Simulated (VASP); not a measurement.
Runs of VASP 6.6.1 on C. The structure is that of space group Fd-3m (No. 227), or close to it. The cells are those of the table. 

| cell | gap on the mesh (eV) | pressure (GPa) | largest force (eV/Å) |
| --- | --- | --- | --- |
| a = 2.527, b = 2.518, c = 2.518 Å, angles 59.8, 59.9, 59.9°, 2 atoms | 4.38 | -0.8 | 0.02 |
| a = 2.540, b = 2.518, c = 2.518 Å, angles 59.4, 59.7, 59.7°, 2 atoms | 4.36 | -0.7 | 0.04 |
| a = 2.492, b = 2.518, c = 2.518 Å, angles 60.7, 60.3, 60.3°, 2 atoms | 4.36 | -0.6 | 0.04 |
| a = 2.505, b = 2.518, c = 2.518 Å, angles 60.3, 60.2, 60.2°, 2 atoms | 4.38 | -0.8 | 0.02 |
| a = 2.536, b = 2.518, c = 2.518 Å, angles 59.5, 59.8, 59.8°, 2 atoms | (a) | -0.7 | 0.03 |

Alike in all rows: task single point; level r2SCAN; potentials or basis VASP PAW PBE potentials, release 64 (C_h); no spin polarisation; k mesh 12 × 12 × 12; cutoff (eV) 910; smearing gaussian 0.05 eV.

Question: Fill in the values left out.

Answer: (a) 4.37.

Caveats: the cutoff is under 1.25 times the usual one of these potentials, so pressure, stress and relaxed cells hold a basis-set (Pulay) error; the PAW data sets were made with another functional, which shifts forces and pressure a little.

A k mesh can miss the band edges.
